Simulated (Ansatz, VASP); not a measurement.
# Two plane-wave programs on C

File INCAR:

```
  PREC = Accurate
  ENCUT = 520
  EDIFF = 1E-6
  ISMEAR = 0
  SIGMA = 0.15
  LREAL = False
  LASPH = True
  NELM = 100
  ALGO = Normal
  ISIF = 2
  LWAVE = False
  LCHARG = True
  GGA = PE
  IVDW = 12
  LELF = True
  LVHAR = True
  NBANDS = 11
```

File KPOINTS:

```
regular mesh
0
Gamma
  21 21 12
```

POSCAR

```
C
1.0
    2.5058198767      0.0000000000      0.0000000000
   -1.2529099384      2.1701036705      0.0000000000
    0.0000000000      0.0000000000      3.6316216684
C
2
Direct
    0.3427033926      0.6854067852      0.0000000000
    0.6572966074      0.3145932148      0.0000000000
```

Input for Ansatz:

```yaml
crystal:
  lattice:
    - [2.5058198767, 0.0, 0.0]
    - [-1.2529099384, 2.1701036705, 0.0]
    - [0.0, 0.0, 3.6316216684]
  atoms:
    - { symbol: C, position: [0.3427033926, 0.6854067852, 0.0] }
    - { symbol: C, position: [0.6572966074, 0.3145932148, 0.0] }
basis:
  ecutwfc: 520.0
kpoints:
  mp_grid: { grid: [21, 21, 12] }
hamiltonian:
  xc: pbe
  pseudopotentials: { kind: paw, azcp: { folder: soft_1 } }
  dispersion: d3bj
scf:
  occupations: { method: gaussian, width: 0.15 }
output:
  forces: true
  stress: true
  eigenvalues: true
```

Change from the starting cell: mode 6 frozen in at +0.040 Å, equal normal strain along x, y and z +0.0167.

Alike in both runs: task single point; functional PBE; dispersion D3(BJ); k mesh 21 × 21 × 12; occupations gaussian, width 0.15 eV; no spin polarisation.

|  | VASP | Ansatz |
| --- | --- | --- |
| version | VASP 6.6.1 | Ansatz 0.2.0 |
| potentials or method | VASP PAW PBE potentials, release 64 (C), cutoff 520 eV | scalar-relativistic, plane waves, PAW |
| valence electrons in the cell | 8 | 8 |

```csv
,VASP,Ansatz,Ansatz less VASP
gap on the k mesh at the Fermi level (eV),none,none,-
pressure (GPa),-9.3,-9.6,-0.34
"traceless stress, the component that is largest in VASP (GPa)",-10.19,-10.27,-0.077
rms of the force components (eV/Å),2.427,2.420,-0.0073
```

Atom by atom the forces differ by 0.007 eV/Å (rms over components). A gap of «none» marks a metal or a gap that the smearing closes.
